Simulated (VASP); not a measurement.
# SiC2: single point with PBE-based screened hybrid

SiC2:

```
Si C
1.0
     2.46491    0.00000    0.00000
    -1.23245    2.13467    0.00000
     0.00000    0.00000    7.12745
Si C
1 2
Direct
  0.00000 0.00000 0.00000
  0.33333 0.66667 0.50000
  0.66667 0.33333 0.50000
```

| Quantity | Value |
| --- | --- |
| Program | VASP 6.6.1 |
| Task | single point |
| Functional | PBE-based screened hybrid |
| Potentials or basis | VASP PAW PBE potentials, release 64 (Si, C) |
| Cutoff | 520 eV |
| k mesh | 6 × 6 × 2 |
| Occupations | fermi-dirac, width 0.05 eV |
| Spin | no spin polarisation |
| Dipole correction | no |
| Grid for exact exchange (PRECFOCK) | Normal |
| Share of exact exchange | 0.05 |
| Further INCAR settings | ALGO = Normal; EDIFF = 1e-06; NBANDS = 13 |
| Screening parameter | 0.2 1/Å |

```json
{
 "Pressure": "2.1 GPa",
 "Band gap on the k mesh": "zero (band 6 reaches 5.27 eV, above the bottom of band 7 at 5.19 eV)"
}
```

Stress tensor (GPa, compression positive):
```
1.77 0.00 0.00
0.00 1.77 0.00
0.00 0.00 2.82
```

Levels at points of the mesh, in eV from the Fermi level:
```
           k point  band 2  band 3  band 4  band 5  band 6  band 7  band 8  band 9  band 10  band 11
(0.00, 0.00, 0.00)  -12.84   -8.12   -3.31   -3.23   -3.23    3.32    8.52    8.52    11.79    11.82
(0.50, 0.00, 0.00)  -13.61   -6.66   -5.41   -4.38   -2.52    1.26    3.80    5.32     7.54     9.11
(0.50, 0.50, 0.00)  -13.61   -6.66   -5.41   -4.38   -2.52    1.26    3.80    5.32     7.54     9.11
(0.00, 0.00, 0.50)  -12.88   -7.84   -3.96   -3.23   -3.23    5.27    8.03    8.52     8.52    11.79
(0.50, 0.00, 0.50)  -13.61   -6.66   -5.45   -4.40   -2.41    1.78    3.03    4.89     7.55     9.10
(0.50, 0.50, 0.50)  -13.61   -6.66   -5.45   -4.40   -2.41    1.78    3.03    4.89     7.55     9.10
```

It took 10 min on 1 thread of Oxide Virtual Turin-like Processor (shared host), peak memory 0.22 GiB.

Caveat: the k points lie up to 0.49 Å⁻¹ apart; the PAW data sets were made with another functional, which shifts forces and pressure a little.
